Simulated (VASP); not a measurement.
A run of VASP 6.6.1:

Contents of INCAR:

```
PREC = Accurate ; ENCUT = 520
EDIFF = 1E-6 ; ISMEAR = -1
SIGMA = 0.05 ; LREAL = Auto
LASPH = T ; NELM = 100
ALGO = Normal ; ISIF = 2
LWAVE = F ; LCHARG = F
GGA = PS ; IBRION = 2
NSW = 100 ; EDIFFG = -0.03
ISYM = 0
```

File KPOINTS:

```
Automatic mesh
0
Gamma
  1 1 1
  0.25 0.25 0.25
```

POSCAR

```
SiC62
1.0
    7.1076060000      0.0000000000      0.0000000000
    0.0000000000      7.1076060000      0.0000000000
    0.0000000000      0.0000000000      7.1076060000
C Si
62 1
Direct
    0.0008870000      0.9999990000      0.9972220000
    0.0038170000      0.9989500000      0.5002420000
    0.0014290000      0.5020700000      0.9976960000
    0.0035190000      0.4954460000      0.5006190000
    0.4975740000      0.9958000000      0.0021980000
    0.4951080000      0.9975660000      0.4985430000
    0.5009280000      0.5012970000      0.0036550000
    0.1276330000      0.1252380000      0.1260410000
    0.1232200000      0.1242830000      0.6243350000
    0.1289530000      0.6238250000      0.1270930000
    0.1247780000      0.6252000000      0.6298280000
    0.6249310000      0.1250210000      0.1211990000
    0.6251850000      0.1241630000      0.6263700000
    0.6225660000      0.6250740000      0.1189220000
    0.2535750000      0.2450360000      0.9972790000
    0.2495990000      0.2531080000      0.4983800000
    0.2469840000      0.7514620000      0.9996180000
    0.2497240000      0.7464860000      0.4967640000
    0.7546330000      0.2456760000      0.9960000000
    0.7491920000      0.2500940000      0.5085390000
    0.7554090000      0.7535980000      0.0015050000
    0.7467580000      0.7508490000      0.4977860000
    0.3743890000      0.3774190000      0.1187300000
    0.3738490000      0.3766990000      0.6290250000
    0.3755060000      0.8767790000      0.1292350000
    0.3768160000      0.8749480000      0.6267820000
    0.8801240000      0.3772280000      0.1246990000
    0.8707110000      0.3825020000      0.6257790000
    0.8730650000      0.8762180000      0.1240950000
    0.8740670000      0.8782260000      0.6239020000
    0.2501700000      0.9964410000      0.2456080000
    0.2477650000      0.9997010000      0.7492400000
    0.2518120000      0.5010520000      0.2496090000
    0.2496270000      0.5031040000      0.7536510000
    0.7516170000      0.9956030000      0.2496310000
    0.7485230000      0.9984590000      0.7463770000
    0.7451560000      0.5009320000      0.2472710000
    0.7474780000      0.5015190000      0.7472380000
    0.3741690000      0.1260220000      0.3777670000
    0.3800300000      0.1183890000      0.8716490000
    0.3766300000      0.6258380000      0.3750370000
    0.3729740000      0.6252510000      0.8751750000
    0.8715680000      0.1277860000      0.3724620000
    0.8733370000      0.1244370000      0.8777830000
    0.8709970000      0.6217460000      0.3710070000
    0.8741410000      0.6238620000      0.8730290000
    0.0007290000      0.2539910000      0.2561290000
    0.9945460000      0.2507470000      0.7510360000
    0.0041840000      0.7460820000      0.2478840000
    0.0001170000      0.7480020000      0.7479350000
    0.5076930000      0.2544730000      0.2482640000
    0.4997220000      0.2481530000      0.7499320000
    0.4990350000      0.7460250000      0.2478700000
    0.5006520000      0.7513300000      0.7540610000
    0.1233710000      0.3736580000      0.3748530000
    0.1262550000      0.3751570000      0.8757290000
    0.1249440000      0.8746650000      0.3718520000
    0.1260730000      0.8775890000      0.8758900000
    0.6229380000      0.3749480000      0.3719670000
    0.6296500000      0.3764910000      0.8757530000
    0.6272560000      0.8781210000      0.3759280000
    0.6228850000      0.8731230000      0.8783080000
    0.4960420000      0.4974940000      0.4998700000
```

Potentials or basis: VASP PAW PBE potentials, release 64 (C, Si).

The run is started by

```bash
$ cat potpaw_PBE.64/C/POTCAR potpaw_PBE.64/Si/POTCAR > POTCAR
$ mpirun -np 1 vasp_std > vasp.out
```

Hardware: 1 thread of Oxide Virtual Turin-like Processor, on a shared host.

How long does it take, and how much memory?

It took 87 min on 1 thread of Oxide Virtual Turin-like Processor, with other jobs on the host, peak memory 0.47 GiB. Counts: scf iterations 138, k points 4, ion steps 17.
